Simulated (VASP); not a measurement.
# SiC (P6_3mc) in VASP: a series of runs, part 2 of 3

VASP 6.6.1. Earlier steps stand in the parts before.

## 3. Single point, r2SCAN

File POSCAR:

```
SiC
1.0
    3.0751950076      0.0000000000      0.0000000000
   -1.5375975038      2.6631969982      0.0000000000
    0.0000000000      0.0000000000      5.0481668526
Si C
2 2
Direct
    0.3333333333      0.6666666667      0.0046028828
    0.6666666667      0.3333333333      0.5046028828
    0.3333333333      0.6666666667      0.3803971172
    0.6666666667      0.3333333333      0.8803971172
```

File INCAR.step1:

```
SYSTEM = SiC
PREC = Accurate
ENCUT = 520
ISMEAR = 0
SIGMA = 0.05
LREAL = .False.
LASPH = .True.
NELM = 60
NBANDS = 16
GGA = PE
ALGO = Normal
EDIFF = 1E-4
LWAVE = .True.
LCHARG = .False.
```

File INCAR.step2:

```
SYSTEM = SiC
PREC = Accurate
ENCUT = 520
EDIFF = 1E-7
ISMEAR = 0
SIGMA = 0.05
LREAL = .False.
LASPH = .True.
NELM = 60
ALGO = Normal
ISIF = 2
LWAVE = .False.
LCHARG = .False.
METAGGA = R2SCAN
LMIXTAU = .True.
NBANDS = 16
ISTART = 1
```

File KPOINTS:

```
regular mesh
0
Gamma
  12 12 6
  0 0 0
```

Potentials or basis: VASP PAW PBE potentials, release 64 (Si, C).

On the command line:

```bash
$ cat potpaw_PBE.64/Si/POTCAR potpaw_PBE.64/C/POTCAR > POTCAR
$ cp INCAR.step1 INCAR
$ mpirun -np 1 vasp_std > vasp.out
$ cp INCAR.step2 INCAR
$ mpirun -np 1 vasp_std > vasp.out
```

OUTCAR:

```text
SYSTEM = SiC
   PREC = Accurate
   ENCUT = 520
   EDIFF = 1E-7
   ISMEAR = 0
   LREAL = .False.
   LASPH = .True.
   NELM = 60
   ISIF = 2
   METAGGA = R2SCAN
   ISTART = 1

 ion  position               nearest neighbor table
   1  0.333  0.667  0.005-   4 1.88   4 1.88   4 1.88   3 1.90   2 3.09   2 3.09   2 3.09   2 3.09
                             2 3.09   2 3.09
   2  0.667  0.333  0.505-   3 1.88   3 1.88   3 1.88   4 1.90   1 3.09   1 3.09   1 3.09   1 3.09
                             1 3.09   1 3.09
   3  0.333  0.667  0.380-   2 1.88   2 1.88   2 1.88   1 1.90
   4  0.667  0.333  0.880-   1 1.88   1 1.88   1 1.88   2 1.90

  LATTYP: Found a hexagonal cell.
 ALAT       =     3.0751950076
 C/A-ratio  =     1.6415761733

  Lattice vectors:

 A1 = (   3.0751950076,   0.0000000000,   0.0000000000)
 A2 = (  -1.5375975038,   2.6631969982,   0.0000000000)
 A3 = (   0.0000000000,   0.0000000000,   5.0481668526)

Analysis of symmetry for initial positions (statically):
=====================================================================
 Subroutine PRICEL returns:
 Original cell was already a primitive cell.

 Routine SETGRP: Setting up the symmetry group for a
 hexagonal supercell.

 Subroutine GETGRP returns: Found 12 space group operations
 (whereof  6 operations were pure point group operations)
 out of a pool of 24 trial point group operations.

The static configuration has the point symmetry C_3v.
 The point group associated with its full space group is C_6v.

Analysis of symmetry for dynamics (positions and initial velocities):
=====================================================================
 Subroutine PRICEL returns:
 Original cell was already a primitive cell.

 Routine SETGRP: Setting up the symmetry group for a
 hexagonal supercell.

 Subroutine GETGRP returns: Found 12 space group operations
 (whereof  6 operations were pure point group operations)
 out of a pool of 24 trial point group operations.

The dynamic configuration has the point symmetry C_3v.
 The point group associated with its full space group is C_6v.

 Subroutine INISYM returns: Found 12 space group operations
 (whereof  6 operations are pure point group operations),
 and found     1 'primitive' translations

----------------------------------------------------------------------------------------

                                     Primitive cell

  volume of cell :      41.3437

  direct lattice vectors                    reciprocal lattice vectors
     3.075195008  0.000000000  0.000000000     0.325182630  0.187744279  0.000000000
    -1.537597504  2.663196998  0.000000000     0.000000000  0.375488558  0.000000000
     0.000000000  0.000000000  5.048166853     0.000000000  0.000000000  0.198091709

  length of vectors
     3.075195008  3.075195008  5.048166853     0.375488558  0.375488558  0.198091709

  position of ions in fractional coordinates (direct lattice)
     0.333333333  0.666666667  0.004602883
     0.666666667  0.333333333  0.504602883
     0.333333333  0.666666667  0.380397117
     0.666666667  0.333333333  0.880397117

  ion indices of the primitive-cell ions
   primitive index   ion index
                 1           1
                 2           2
                 3           3
                 4           4

[... 25 lines left out ...]

 Following reciprocal coordinates:
            Coordinates               Weight
  0.000000  0.000000  0.000000      1.000000
  0.083333  0.000000  0.000000      6.000000
  0.166667  0.000000  0.000000      6.000000
  0.250000  0.000000  0.000000      6.000000
  0.333333  0.000000  0.000000      6.000000
  0.416667  0.000000  0.000000      6.000000
[... 16 lines left out ...]
  0.250000  0.000000  0.166667     12.000000
  0.333333  0.000000  0.166667     12.000000
 [... further k-points ...]
   k-points           NKPTS =     76   k-points in BZ     NKDIM =     76   number of bands    NBANDS=     16
   number of dos      NEDOS =    301   number of ions     NIONS =      4
   total plane-waves  NPLWV =  23040
   dimension x,y,z NGX =    24 NGY =   24 NGZ =   40
   dimension x,y,z NGXF=    48 NGYF=   48 NGZF=   80
   ions per type =               2   2
   NGX,Y,Z   is equivalent  to a cutoff of  12.97, 12.97, 13.17 a.u.
   NGXF,Y,Z  is equivalent  to a cutoff of  25.95, 25.95, 26.35 a.u.
 SYSTEM =  SiC
   PREC   = accura    normal or accurate (medium, high low for compatibility)
   ISTART =      1    job   : 0-new  1-cont  2-samecut
   ICHARG =      0    charge: 1-file 2-atom 10-const
   ISPIN  =      1    spin polarized calculation?
   LNONCOLLINEAR =      F non collinear calculations
   LSORBIT =      F    spin-orbit coupling
   LASPH  =      T    aspherical Exc in radial PAW
   ENCUT  =  520.0 eV  38.22 Ry    6.18 a.u.   5.72  5.72  9.39*2*pi/ulx,y,z
   NELM   =     60;   NELMIN=  2; NELMDL=  0     # of ELM steps
   EDIFF  = 0.1E-06   stopping-criterion for ELM
   LREAL  =      F    real-space projection
   EDIFFG = 0.1E-05   stopping-criterion for IOM
   NSW    =      0    number of steps for IOM
   IBRION =     -1    ionic relax: 0-MD 1-quasi-New 2-CG
   NFREE  =      0    steps in history (QN), initial steepest desc. (CG)
   ISIF   =      2    stress and relaxation
   ISYM   =      2    0-nonsym 1-usesym 2-fastsym
   POTIM  = 0.5000    time-step for ionic-motion
   TEBEG  =    0.0;   TEEND  =   0.0 temperature during run
   PSTRESS=    0.0 pullay stress
   NELECT =      16.0000    total number of electrons
   NUPDOWN=      -1.0000    fix difference up-down
   EMIN   =  10.00;   EMAX   =-10.00  energy-range for DOS
   EFERMI =   0.00;   METHOD = LEGACY
   ISMEAR =     0;   SIGMA  =   0.05  broadening in eV -4-tet -1-fermi 0-gaus
   EFERMI_NEDOS =   21; number of points for ismear=-14 and -15
   IALGO  =     38    algorithm
   IMIX   =      4    mixing-type and parameters
     AMIX     =   0.40;   BMIX     =  1.00
     AMIX_MAG =   1.60;   BMIX_MAG =  1.00
  volume/ion in A,a.u.               =      10.34        69.75
  Fermi-wavevector in a.u.,A,eV,Ry     =   1.193012  2.254466 19.364879  1.423278
  Thomas-Fermi vector in A             =   2.329037
   LORBIT       =      0    0 simple, 1 ext, 2 COOP (PROOUT), +10 PAW based schemes
   METAGGA = R2SCAN    functional components
   LHFCALC =     F    Hartree Fock is set to
   AEXX    =    0.0000 exact exchange contribution
   IVDW    =     0    specifies the selected vdW correction
   LEPSILON=     F    determine dielectric tensor
   LRPA    =     F    only Hartree local field effects (RPA)
 non-spin polarized calculation
 Gauss-broadening in eV      SIGMA  =   0.05
  energy-cutoff  :      520.00
  volume of cell :       41.34
 maximum number of plane-waves:      1126
 NGX is ok and might be reduce to    24
   NGX = 11   NGY = 11   NGZ = 19

 number of electron      15.9999999 magnetization

 Free energy of the ion-electron system (eV)
  ---------------------------------------------------
  ext. energy  EPLUGINS =         0.00000000
  ---------------------------------------------------
  free energy    TOTEN  =       -38.63791319 eV

  energy without entropy =      -38.63791319  energy(sigma->0) =      -38.63791319

 E-fermi :   8.4342     XC(G=0): -11.9295

 val. band max:        8.1469777190   @ k =   0.0000   0.0000   0.0000
 cond. band min:      10.8050005784   @ k =   0.3333   0.3333   0.0000
 fundamental gap:      2.6580228594
 Fermi energy:         8.4341971854

 k-point     1 :       0.0000    0.0000    0.0000
  band No.  band energies     occupation
      1      -8.2088      2.00000
      2      -4.5815      2.00000
      3      -0.8462      2.00000
      4       6.7617      2.00000
      5       6.7617      2.00000
      6       8.0328      2.00000
[... 433 lines left out ...]
      3       0.5519      2.00000
      4       2.3145      2.00000
      5       3.1596      2.00000
      6       5.1635      2.00000
[... 8 lines left out ...]
     15      20.3510      0.00000
     16      21.0784      0.00000

 [... further k-points ...]
[... 5 lines left out ...]
  --------------------------------------------------------------------------------------
  -------------------------------------------------------------------------------------
  Total       -0.0421917     -0.0421917     -0.0408029      0.0000000      0.0000000     -0.0000000
  in kB       -1.6350386     -1.6350386     -1.5812177      0.0000000      0.0000000     -0.0000000
  external PRESSURE =      -1.6170983 kB  Pullay stress =       0.0000000 kB

 VOLUME and BASIS-vectors are now :
 -----------------------------------------------------------------------------
  energy-cutoff  :      520.00
  volume of cell :       41.34
      direct lattice vectors                 reciprocal lattice vectors
     3.075195008  0.000000000  0.000000000     0.325182630  0.187744279  0.000000000
    -1.537597504  2.663196998  0.000000000     0.000000000  0.375488558  0.000000000
     0.000000000  0.000000000  5.048166853     0.000000000  0.000000000  0.198091709

 POSITION                                       TOTAL-FORCE (eV/Angst)
 -----------------------------------------------------------------------------------
     -0.00000      1.77546      0.02324        -0.000000      0.000000     -0.000530
      1.53760      0.88773      2.54732         0.000000     -0.000000     -0.000530
     -0.00000      1.77546      1.92031        -0.000000      0.000000      0.000530
      1.53760      0.88773      4.44439         0.000000     -0.000000      0.000530
 -----------------------------------------------------------------------------------
    total drift:                               -0.000000     -0.000000     -0.000118

  FREE ENERGIE OF THE ION-ELECTRON SYSTEM (eV)
  ---------------------------------------------------
  free  energy   TOTEN  =       -38.6379131895 eV

  energy  without entropy=      -38.6379131895  energy(sigma->0) =      -38.63791319
```

Run time: 2.3 min. Hardware: 1 thread of Intel Xeon Platinum 8259CL at 2.50GHz (Skylake/Cascade Lake), shared host; peak memory 0.18 GiB.

Results:

```
Free energy            : -38.6379 eV
Pressure               : -0.2 GPa
Band gap on the k mesh : 2.66 eV, indirect (least direct gap 4.48 eV)
```

Caveat: the PAW data sets were made with another functional, which shifts forces and pressure a little.

## 4. Single point, r2SCAN

File POSCAR:

```
SiC
1.0
   -1.5375975003     -2.6631969920      0.0000000000
    3.0751950005      0.0000000000      0.0000000000
    0.0000000000      0.0000000000      5.0481668371
Si C
2 2
Direct
    0.3333333333      0.6666666667      0.0046028816
    0.6666666667      0.3333333333      0.5046028816
    0.3333333333      0.6666666667      0.3803971184
    0.6666666667      0.3333333333      0.8803971184
```

File INCAR.step1:

```
PREC = Accurate
ENCUT = 660
ISMEAR = 0
SIGMA = 0.02
LREAL = F
LASPH = T
NELM = 120
NBANDS = 16
GGA = PE
ALGO = Normal
EDIFF = 1E-5
LWAVE = T
LCHARG = F
GGA_COMPAT = F
```

File INCAR.step2:

```
PREC = Accurate
ENCUT = 660
EDIFF = 1E-6
ISMEAR = 0
SIGMA = 0.02
LREAL = F
LASPH = T
NELM = 120
ALGO = Normal
ISIF = 2
LWAVE = F
LCHARG = F
METAGGA = R2SCAN
LMIXTAU = T
NBANDS = 16
ISTART = 1
GGA_COMPAT = F
```

File KPOINTS:

```
regular mesh
0
Gamma
  12 12 6
```

On the command line:

```bash
$ cat potpaw_PBE.64/Si/POTCAR potpaw_PBE.64/C/POTCAR > POTCAR
$ cp INCAR.step1 INCAR
$ mpirun -np 1 vasp_std > vasp.out
$ cp INCAR.step2 INCAR
$ mpirun -np 1 vasp_std > vasp.out
```

It took 6.2 min on 1 thread of Intel Xeon 8259CL, shared host; peak memory 0.22 GiB.

It converged, with:

| Item | Value |
| --- | --- |
| Free energy | -38.6470 eV |
| Pressure | -0.4 GPa |
| Band gap on the k mesh | 2.66 eV, indirect (least direct gap 4.49 eV) |

Levels at points of the mesh, in eV from the valence-band top:
| k point | band 4 | band 5 | band 6 | band 7 | band 8 | band 9 | band 10 | band 11 | band 12 | band 13 |
| --- | --- | --- | --- | --- | --- | --- | --- | --- | --- | --- |
| (0.00, 0.00, 0.00) | -1.38 | -1.38 | -0.11 | 0.00 | 0.00 | 5.38 | 6.78 | 7.19 | 7.19 | 8.34 |
| (0.50, 0.00, 0.00) | -6.55 | -5.62 | -3.48 | -3.36 | -1.26 | 3.23 | 4.67 | 7.47 | 7.65 | 10.77 |
| (0.00, 0.00, 0.50) | -4.63 | -0.75 | -0.75 | -0.75 | -0.75 | 6.50 | 6.50 | 7.90 | 7.90 | 7.90 |
| (0.50, 0.00, 0.50) | -8.54 | -2.56 | -2.56 | -2.44 | -2.44 | 3.73 | 3.73 | 5.80 | 5.80 | 11.11 |

Caveat: the PAW data sets were made with another functional, which shifts forces and pressure a little.

[end of part 2 of 3]
